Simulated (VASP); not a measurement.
**SiSn5: relaxation of cell and atoms with PBE**

Crystal: SiSn5.

```xyz
6
Lattice="3.5455 0.0000 0.0000 -1.7727 3.0705 0.0000 0.0000 0.0000 17.9162" Properties=species:S:1:pos:R:3 pbc="T T T"
Si    0.0000    0.0000    0.0000
Sn    1.7727    1.0235   14.9592
Sn    0.0000    0.0000   11.9559
Sn    1.7727    1.0235    8.9581
Sn    0.0000    0.0000    5.9604
Sn    1.7727    1.0235    2.9570
```

The cell was built from a structure type or drawn by symmetry, and may not be a known phase.

| Item | Value |
| --- | --- |
| Program | VASP 6.6.1 |
| Task | relaxation of cell and atoms |
| Functional | PBE |
| Potentials or basis | VASP PAW PBE potentials, release 64 (Si, Sn_d) |
| Cutoff | 600 eV |
| k mesh | 6 × 6 × 1 |
| Occupations | gaussian, width 0.1 eV |
| Spin | no spin polarisation |
| Dipole correction | no |
| Further INCAR settings | ALGO = Normal; EDIFF = 1e-06; IBRION = 2; EDIFFG = -0.04; NSW = 90; ISIF = 3 |

The relaxed volume is 25.75 Å³/atom, the relaxed cell is a = 3.527 Å, b = 3.527 Å, c = 14.343 Å, α = 90.00°, β = 90.00°, γ = 120.00° and the space group after relaxing (to 0.1 Å) is P-6m2 (No. 187). The energy gained by relaxing is 239.4 meV/atom. The ionic steps are 27 and the pressure after relaxing is 0.2 GPa. The largest force after relaxing is 0.023 eV/Å. The band gap on the k mesh is zero (bands 37 and 38 overlap by 6.96 eV).

Forces in eV/Å, atoms in the order of the input:
```
Si   0.000  0.000  0.000
Sn   0.000  0.000 -0.023
Sn   0.000  0.000  0.016
Sn   0.000  0.000  0.000
Sn   0.000  0.000 -0.016
Sn   0.000  0.000  0.023
```

Stress tensor (GPa, compression positive):
```
0.11 0.00 0.00
0.00 0.11 0.00
0.00 0.00 0.25
```

Step by step:
| step | energy change (eV) | largest force (eV/Å) | pressure (GPa) | volume (Å³) |
| --- | --- | --- | --- | --- |
| 1 | 0.0000 | 0.3763 | -6.34 | 195.04 |
| 2 | -0.8765 | 0.6417 | -0.58 | 160.91 |
| 3 | -0.8819 | 0.6665 | 0.14 | 158.56 |
| 4 | -0.9320 | 0.6469 | 0.19 | 158.11 |
| 5 | -1.0481 | 0.5170 | 0.29 | 156.70 |
| 6 | -1.1437 | 0.2357 | 0.58 | 153.64 |
| 7 | -0.3198 | 2.1096 | 9.97 | 146.49 |
| 8 | -1.1717 | 0.3257 | 1.00 | 152.70 |
| 9 | -1.1956 | 0.4607 | -1.53 | 160.70 |
| 10 | -1.2101 | 0.4759 | -2.20 | 163.48 |
| 11 | -1.1927 | 0.3864 | -3.31 | 169.06 |
| 12 | -1.2155 | 0.4672 | -2.46 | 164.98 |
| 13 | -1.2286 | 0.4532 | -2.67 | 165.70 |
| 14 | -1.2361 | 0.4290 | -2.80 | 166.56 |
| 15 | -1.2523 | 0.4355 | -2.58 | 165.80 |
| 16 | -1.2946 | 0.4535 | -2.01 | 163.50 |
| 17 | -1.3471 | 0.4937 | -0.67 | 158.98 |
| 18 | -1.3016 | 0.5811 | 2.73 | 150.16 |
| 19 | -1.3556 | 0.5194 | 0.17 | 156.47 |
| 20 | -1.3647 | 0.4833 | 0.18 | 156.27 |
| 21 | -1.3885 | 0.3795 | 0.18 | 155.67 |
| 22 | -1.4176 | 0.1929 | 0.28 | 154.48 |
| 23 | -1.4284 | 0.0980 | 0.74 | 152.11 |
| 24 | -1.4303 | 0.1214 | 0.55 | 152.82 |
| 25 | -1.4361 | 0.0489 | -0.11 | 154.69 |
| 26 | -1.4361 | 0.0428 | -0.14 | 154.80 |
| 27 | -1.4367 | 0.0233 | 0.16 | 154.52 |

Final structure:
```xyz
6
Lattice="3.5271 0.0000 0.0000 -1.7636 3.0546 0.0000 0.0000 0.0000 14.3425" Properties=species:S:1:pos:R:3 pbc="T T T"
Si    0.0000    0.0000    0.0000
Sn    1.7636    1.0182   12.3038
Sn    0.0000    0.0000    9.7432
Sn    1.7636    1.0182    7.1713
Sn    0.0000    0.0000    4.5994
Sn    1.7636    1.0182    2.0388
```

Levels at points of the mesh, in eV from the Fermi level:
| k point | band 34 | band 35 | band 36 | band 37 | band 38 | band 39 | band 40 | band 41 |
| --- | --- | --- | --- | --- | --- | --- | --- | --- |
| (0.00, 0.00, 0.00) | 1.50 | 2.80 | 2.80 | 4.92 | 4.92 | 5.15 | 5.15 | 5.67 |
| (0.50, 0.00, 0.00) | -2.72 | -2.40 | -0.73 | -0.24 | 0.37 | 0.61 | 1.94 | 1.95 |

Wall time 26 min on 1 thread of Intel(R) Xeon(R) Platinum 8259CL CPU @ 2.50GHz (Skylake/Cascade Lake), with other jobs on the host, peak memory 0.38 GiB.

Caveat: the volume moved by over 15 % at a fixed basis, so the end points are rough; spin-orbit coupling is left out, which moves the levels of the heavy elements.
